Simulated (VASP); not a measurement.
# GaN (R3m) in VASP: notebook

The runs below take GaN through single point, with PBE.

All numbers are computed with VASP 6.6.1; they aren't measurements. Logs are shortened: lines on timing, memory, paths and dates and some standing lists are left out, and cuts for length are marked.

### Step 1. The cell of the first run

Symmetry: R3m, No. 160, trigonal system. The conventional cell has a = 3.216 Å, b = 3.216 Å, c = 7.878 Å, α = 90.00°, β = 90.00°, γ = 120.00°. Ga (site symmetry 3m) has 4 N at 1.95 to 2.04 Å within 2.6 Å. N (site symmetry 3m) has 4 Ga at 1.95 to 2.04 Å within 2.6 Å.

### Step 2. Single point, PBE

Input file INCAR:

```
SYSTEM = GaN
  PREC = Accurate
  ENCUT = 520
  EDIFF = 1E-6
  ISMEAR = 0
  SIGMA = 0.05
  LREAL = .FALSE.
  LASPH = .TRUE.
  NELM = 80
  ALGO = Normal
  ISIF = 2
  LWAVE = .FALSE.
  LCHARG = .TRUE.
  GGA = PE
  LELF = .TRUE.
  LVHAR = .TRUE.
  NBANDS = 16
```

Input file KPOINTS:

```
Automatic mesh
0
G
  10 10 10
  0 0 0
```

Input file POSCAR:

```
GaN
1.0
    0.0000000000      2.2742384873      2.2742384873
    2.2742384873      0.0000000000      2.2742384873
    2.2742384873      2.2742384873      0.0000000000
Ga N
1 1
Direct
    0.0000000000      0.0000000000      0.0000000000
    0.7785598479      0.7404800507      0.7404800507
```

Potentials or basis: VASP PAW PBE potentials, release 64 (Ga_d, N).

Started as:

```console
$ cat potpaw_PBE.64/Ga_d/POTCAR potpaw_PBE.64/N/POTCAR > POTCAR
$ mpirun -np 1 vasp_std > vasp.out
```

OUTCAR:

```text
SYSTEM = GaN
   PREC = Accurate
   ENCUT = 520
   EDIFF = 1E-6
   ISMEAR = 0
   LREAL = .FALSE.
   LASPH = .TRUE.
   NELM = 80
   ISIF = 2
   GGA = PE

 ion  position               nearest neighbor table
   1  0.000  0.000  0.000-   2 1.95   2 1.95   2 1.95   2 2.04
   2  0.779  0.740  0.740-   1 1.95   1 1.95   1 1.95   1 2.04

  LATTYP: Found a face centered cubic cell.
 ALAT       =     4.5484769746

  Lattice vectors:

 A1 = (   0.0000000000,   2.2742384873,   2.2742384873)
 A2 = (   2.2742384873,   0.0000000000,   2.2742384873)
 A3 = (   2.2742384873,   2.2742384873,   0.0000000000)

Analysis of symmetry for initial positions (statically):
=====================================================================
 Subroutine PRICEL returns:
 Original cell was already a primitive cell.

 Routine SETGRP: Setting up the symmetry group for a
 face centered cubic supercell.

 Subroutine GETGRP returns: Found  6 space group operations
 (whereof  6 operations were pure point group operations)
 out of a pool of 48 trial point group operations.

The static configuration has the point symmetry C_3v.

Analysis of symmetry for dynamics (positions and initial velocities):
=====================================================================
 Subroutine PRICEL returns:
 Original cell was already a primitive cell.

 Routine SETGRP: Setting up the symmetry group for a
 face centered cubic supercell.

 Subroutine GETGRP returns: Found  6 space group operations
 (whereof  6 operations were pure point group operations)
 out of a pool of 48 trial point group operations.

The dynamic configuration has the point symmetry C_3v.

 Subroutine INISYM returns: Found  6 space group operations
 (whereof  6 operations are pure point group operations),
 and found     1 'primitive' translations

----------------------------------------------------------------------------------------

                                     Primitive cell

  volume of cell :      23.5255

  direct lattice vectors                    reciprocal lattice vectors
     0.000000000  2.274238487  2.274238487    -0.219853812  0.219853812  0.219853812
     2.274238487  0.000000000  2.274238487     0.219853812 -0.219853812  0.219853812
     2.274238487  2.274238487  0.000000000     0.219853812  0.219853812 -0.219853812

  length of vectors
     3.216258913  3.216258913  3.216258913     0.380797972  0.380797972  0.380797972

  position of ions in fractional coordinates (direct lattice)
     0.000000000  0.000000000  0.000000000
     0.778559848  0.740480051  0.740480051

  ion indices of the primitive-cell ions
   primitive index   ion index
                 1           1
                 2           2

----------------------------------------------------------------------------------------

 KPOINTS: Automatic mesh

Automatic generation of k-mesh.
 Grid dimensions read from file:
 generate k-points for:   10   10   10

 Generating k-lattice:

  Cartesian coordinates                     Fractional coordinates (reciprocal lattice)
    -0.021985381  0.021985381  0.021985381     0.100000000  0.000000000  0.000000000
     0.021985381 -0.021985381  0.021985381     0.000000000  0.100000000  0.000000000
     0.021985381  0.021985381 -0.021985381     0.000000000  0.000000000  0.100000000

  Length of vectors
     0.038079797  0.038079797  0.038079797

  Shift w.r.t. Gamma in fractional coordinates (k-lattice)
     0.000000000  0.000000000  0.000000000

 Subroutine IBZKPT returns following result:
 ===========================================

 Found    116 irreducible k-points:

 Following reciprocal coordinates:
            Coordinates               Weight
  0.000000  0.000000  0.000000      1.000000
  0.100000  0.000000  0.000000      2.000000
  0.000000  0.100000  0.000000      6.000000
  0.200000  0.000000  0.000000      2.000000
  0.000000  0.200000  0.000000      6.000000
  0.300000  0.000000  0.000000      2.000000
[... 16 lines left out ...]
  0.000000  0.500000  0.100000     12.000000
  0.100000  0.000000  0.500000      6.000000
 [... further k-points ...]
   k-points           NKPTS =    116   k-points in BZ     NKDIM =    116   number of bands    NBANDS=     16
   number of dos      NEDOS =    301   number of ions     NIONS =      2
   total plane-waves  NPLWV =  13824
   dimension x,y,z NGX =    24 NGY =   24 NGZ =   24
   dimension x,y,z NGXF=    48 NGYF=   48 NGZF=   48
   ions per type =               1   1
   NGX,Y,Z   is equivalent  to a cutoff of  12.41, 12.41, 12.41 a.u.
   NGXF,Y,Z  is equivalent  to a cutoff of  24.81, 24.81, 24.81 a.u.
 SYSTEM =  GaN
   PREC   = accura    normal or accurate (medium, high low for compatibility)
   ISTART =      0    job   : 0-new  1-cont  2-samecut
   ICHARG =      2    charge: 1-file 2-atom 10-const
   ISPIN  =      1    spin polarized calculation?
   LNONCOLLINEAR =      F non collinear calculations
   LSORBIT =      F    spin-orbit coupling
   LASPH  =      T    aspherical Exc in radial PAW
   ENCUT  =  520.0 eV  38.22 Ry    6.18 a.u.   5.98  5.98  5.98*2*pi/ulx,y,z
   NELM   =     80;   NELMIN=  2; NELMDL= -5     # of ELM steps
   EDIFF  = 0.1E-05   stopping-criterion for ELM
   LREAL  =      F    real-space projection
   EDIFFG = 0.1E-04   stopping-criterion for IOM
   NSW    =      0    number of steps for IOM
   IBRION =     -1    ionic relax: 0-MD 1-quasi-New 2-CG
   NFREE  =      0    steps in history (QN), initial steepest desc. (CG)
   ISIF   =      2    stress and relaxation
   ISYM   =      2    0-nonsym 1-usesym 2-fastsym
   POTIM  = 0.5000    time-step for ionic-motion
   TEBEG  =    0.0;   TEEND  =   0.0 temperature during run
   PSTRESS=    0.0 pullay stress
   NELECT =      18.0000    total number of electrons
   NUPDOWN=      -1.0000    fix difference up-down
   EMIN   =  10.00;   EMAX   =-10.00  energy-range for DOS
   EFERMI =   0.00;   METHOD = LEGACY
   ISMEAR =     0;   SIGMA  =   0.05  broadening in eV -4-tet -1-fermi 0-gaus
   EFERMI_NEDOS =   21; number of points for ismear=-14 and -15
   IALGO  =     38    algorithm
   IMIX   =      4    mixing-type and parameters
     AMIX     =   0.40;   BMIX     =  1.00
     AMIX_MAG =   1.60;   BMIX_MAG =  1.00
  volume/ion in A,a.u.               =      11.76        79.38
  Fermi-wavevector in a.u.,A,eV,Ry     =   1.497337  2.829557 30.504523  2.242019
  Thomas-Fermi vector in A             =   2.609238
   LORBIT       =      0    0 simple, 1 ext, 2 COOP (PROOUT), +10 PAW based schemes
   GGA     = PE    functional components
   LHFCALC =     F    Hartree Fock is set to
   AEXX    =    0.0000 exact exchange contribution
   IVDW    =     0    specifies the selected vdW correction
   LEPSILON=     F    determine dielectric tensor
   LRPA    =     F    only Hartree local field effects (RPA)
 non-spin polarized calculation
 Gauss-broadening in eV      SIGMA  =   0.05
  energy-cutoff  :      520.00
  volume of cell :       23.53
 maximum number of plane-waves:       644
   NGX = 11   NGY = 11   NGZ = 11

 number of electron      17.9999987 magnetization

 Free energy of the ion-electron system (eV)
  ---------------------------------------------------
  ext. energy  EPLUGINS =         0.00000000
  ---------------------------------------------------
  free energy    TOTEN  =       -12.12553362 eV

  energy without entropy =      -12.12553362  energy(sigma->0) =      -12.12553362

 E-fermi :   5.3579     XC(G=0): -11.5207

 val. band max:        5.1411935352   @ k =   0.0000   0.0000   0.0000
 cond. band min:       6.5358145681   @ k =   0.0000   0.0000   0.0000
 fundamental gap:      1.3946210329
 Fermi energy:         5.3579368391

 k-point     1 :       0.0000    0.0000    0.0000
  band No.  band energies     occupation
      1     -10.7341      2.00000
      2      -8.4551      2.00000
      3      -8.4551      2.00000
      4      -8.4109      2.00000
      5      -8.1525      2.00000
      6      -8.1525      2.00000
[... 8 lines left out ...]
     15      23.4285      0.00000
     16      23.7298      0.00000

 k-point     2 :       0.1000    0.0000    0.0000
  band No.  band energies     occupation
      1     -10.6359      2.00000
      2      -8.4436      2.00000
      3      -8.4436      2.00000
      4      -8.3669      2.00000
      5      -8.1536      2.00000
      6      -8.1536      2.00000
[... 8 lines left out ...]
     15      22.4461      0.00000
     16      22.4461      0.00000

 k-point     3 :       0.0000    0.1000    0.0000
  band No.  band energies     occupation
      1     -10.6294      2.00000
      2      -8.4411      2.00000
      3      -8.4347      2.00000
      4      -8.3790      2.00000
      5      -8.1539      2.00000
      6      -8.1533      2.00000
[... 8 lines left out ...]
     15      22.3590      0.00000
     16      22.3820      0.00000

 k-point     4 :       0.2000    0.0000    0.0000
  band No.  band energies     occupation
      1     -10.3928      2.00000
      2      -8.4169      2.00000
      3      -8.4169      2.00000
      4      -8.1922      2.00000
      5      -8.1528      2.00000
      6      -8.1528      2.00000
[... 8 lines left out ...]
     15      21.7412      0.00000
     16      21.7412      0.00000
[... 324 lines left out ...]
 k-point    22 :       0.5000    0.1000    0.0000
  band No.  band energies     occupation
      1      -9.9279      2.00000
      2      -8.3762      2.00000
      3      -8.3585      2.00000
      4      -8.1406      2.00000
      5      -8.1148      2.00000
      6      -6.8867      2.00000
[... 8 lines left out ...]
     15      23.4288      0.00000
     16      24.8307      0.00000

 k-point    23 :       0.0000    0.5000    0.1000
  band No.  band energies     occupation
      1      -9.8828      2.00000
      2      -8.3609      2.00000
      3      -8.3405      2.00000
      4      -8.1316      2.00000
      5      -8.1064      2.00000
      6      -6.8566      2.00000
[... 8 lines left out ...]
     15      23.2058      0.00000
     16      24.6027      0.00000

 k-point    24 :       0.1000    0.0000    0.5000
  band No.  band energies     occupation
      1      -9.8842      2.00000
      2      -8.3564      2.00000
      3      -8.3435      2.00000
      4      -8.1331      2.00000
      5      -8.1014      2.00000
      6      -6.8594      2.00000
[... 8 lines left out ...]
     15      23.6246      0.00000
     16      24.2632      0.00000

 [... further k-points ...]

------------------------ aborting loop because EDIFF is reached ----------------------------------------

  FORCE on cell =-STRESS in cart. coord.  units (eV):
  Direction    XX          YY          ZZ          XY          YZ          ZX
  --------------------------------------------------------------------------------------
  -------------------------------------------------------------------------------------
  Total        0.0795340      0.0795340      0.0795340      0.2454767     -0.2454767      0.2454767
  in kB        5.4165839      5.4165839      5.4165839     16.7179461    -16.7179461     16.7179461
  external PRESSURE =       5.4165839 kB  Pullay stress =       0.0000000 kB

 VOLUME and BASIS-vectors are now :
 -----------------------------------------------------------------------------
  energy-cutoff  :      520.00
  volume of cell :       23.53
      direct lattice vectors                 reciprocal lattice vectors
     0.000000000  2.274238487  2.274238487    -0.219853812  0.219853812  0.219853812
     2.274238487  0.000000000  2.274238487     0.219853812 -0.219853812  0.219853812
     2.274238487  2.274238487  0.000000000     0.219853812  0.219853812 -0.219853812

 POSITION                                       TOTAL-FORCE (eV/Angst)
 -----------------------------------------------------------------------------------
      0.00000      0.00000      0.00000        -0.404314      0.404314      0.404314
      3.36806      3.45466      3.45466         0.404314     -0.404314     -0.404314
 -----------------------------------------------------------------------------------
    total drift:                                0.000059     -0.000057     -0.000057

  FREE ENERGIE OF THE ION-ELECTRON SYSTEM (eV)
  ---------------------------------------------------
  free  energy   TOTEN  =       -12.1255336170 eV

  energy  without entropy=      -12.1255336170  energy(sigma->0) =      -12.12553362
```

It took 22 s on 1 thread of AMD EPYC 9R45 (Zen 5), shared host; peak memory 0.14 GiB.

Results:

- Free energy: -12.1255 eV
- Pressure: 0.5 GPa
- Largest force: 0.700 eV/Å
- Band gap on the k mesh: 1.39 eV, direct

Forces on the atoms (eV/Å):
```
Ga  -0.404  0.404  0.404
N    0.404 -0.404 -0.404
```

Caveat: the cell differs from its parent crystal (all N atoms moved -0.075 Å, as atom 2 towards its neighbour atom 1 (Ga) at 1.970 Å).

### Step 3. Single point, PBE

Input file INCAR:

```
PREC = Accurate
ENCUT = 520
EDIFF = 1E-6
ISMEAR = 0
SIGMA = 0.05
LREAL = F
LASPH = T
NELM = 100
ALGO = Normal
ISIF = 2
LWAVE = F
LCHARG = F
GGA = PE
NBANDS = 16
```

Input file KPOINTS:

```
regular mesh
0
Gamma
  10 10 10
```

Edit POSCAR of step 2 so:

```diff
@@ -9,2 +9,2 @@
     0.0000000000      0.0000000000      0.0000000000
-    0.7785598479      0.7404800507      0.7404800507
+    0.7309601014      0.7563466329      0.7563466329
```

Potentials or basis: VASP PAW PBE potentials, release 64 (Ga_d, N).

Started as:

```console
$ cat potpaw_PBE.64/Ga_d/POTCAR potpaw_PBE.64/N/POTCAR > POTCAR
$ mpirun -np 1 vasp_std > vasp.out
```

It took 21 s on 1 thread of AMD EPYC 9R45 (Zen 5), shared host; peak memory 0.14 GiB.

Results (log left out):

| Property | Result |
| --- | --- |
| Free energy | -12.1382 eV |
| Pressure | 0.3 GPa |
| Largest force | 0.639 eV/Å |
| Band gap on the k mesh | 1.49 eV, direct |

Forces on the atoms (eV/Å):
```
Ga   0.369 -0.369 -0.369
N   -0.369  0.369  0.369
```

Stress tensor (GPa, compression positive):
```
 0.35 -1.59 -1.59
-1.59  0.35  1.59
-1.59  1.59  0.35
```

Levels at points of the mesh, in eV from the valence-band top:
| k point | band 6 | band 7 | band 8 | band 9 | band 10 | band 11 | band 12 | band 13 |
| --- | --- | --- | --- | --- | --- | --- | --- | --- |
| (0.00, 0.00, 0.00) | -13.19 | -0.18 | 0.00 | 0.00 | 1.49 | 10.03 | 10.03 | 10.19 |
| (0.50, 0.00, 0.00) | -11.93 | -7.08 | -0.99 | -0.99 | 4.48 | 8.55 | 10.24 | 10.24 |
| (0.00, 0.50, 0.00) | -11.94 | -6.86 | -1.12 | -0.86 | 4.36 | 8.52 | 9.89 | 10.40 |
| (0.50, 0.50, 0.00) | -11.51 | -6.07 | -2.69 | -2.62 | 3.28 | 6.43 | 11.45 | 13.54 |

Caveat: the cell differs from its parent crystal (all N atoms moved +0.050 Å, as atom 2 towards its neighbour atom 1 (Ga) at 1.970 Å).

(Continued in part 2 of 2.)
